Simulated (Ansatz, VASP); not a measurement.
# P4C in VASP and in Ansatz

```xyz
10
Lattice="13.0825 -1.5583 -0.3566 13.0825 1.5583 -0.3566 -0.6090 0.0000 5.5097" Properties=species:S:1:pos:R:3 pbc="T T T"
P     0.7430    0.0000    4.3884
P    24.8130    0.0000    0.4081
P     3.1882    0.0000    0.2095
P    16.7010    0.0000    4.1626
P    19.0911    0.0000    0.0538
P    22.3678    0.0000    4.5869
P     8.8551    0.0000    0.6339
P     6.4649    0.0000    4.7427
C    12.5298    0.0000    0.0356
C    13.0263    0.0000    4.7608
```

Change from the starting cell: built by hand: C-substituted blue-phosphorus layer (C2/m, No. 12).

Alike in both runs: functional PBE; k mesh 10 × 10 × 6; occupations gaussian, width 0.02 eV; no spin polarisation.

Ansatz relaxed the structure, and its values are those at the end. VASP's run is a single point on that final structure, the one shown.

|  | VASP | Ansatz |
| --- | --- | --- |
| version | VASP 6.6.1 | Ansatz 0.2.0 |
| potentials or method | VASP PAW PBE potentials, release 64 (P, C), cutoff 600 eV | scalar-relativistic, plane waves, PAW |
| valence electrons in the cell | 48 | 48 |

Ansatz gave:

| Item | Value |
| --- | --- |
| gap on the k mesh at the Fermi level (eV) | 1.31 |
| least direct gap on the mesh (eV) | 1.59 |
| pressure (GPa) | 0.0 |
| rms of the force components (eV/Å) | 0.001 |

What did VASP give for the same quantities?

gap on the k mesh at the Fermi level (eV): 1.33; least direct gap on the mesh (eV): 1.62; pressure (GPa): -0.3; rms of the force components (eV/Å): 0.048.

The functional is the same, so the differences come from potentials, cutoffs and numerics.
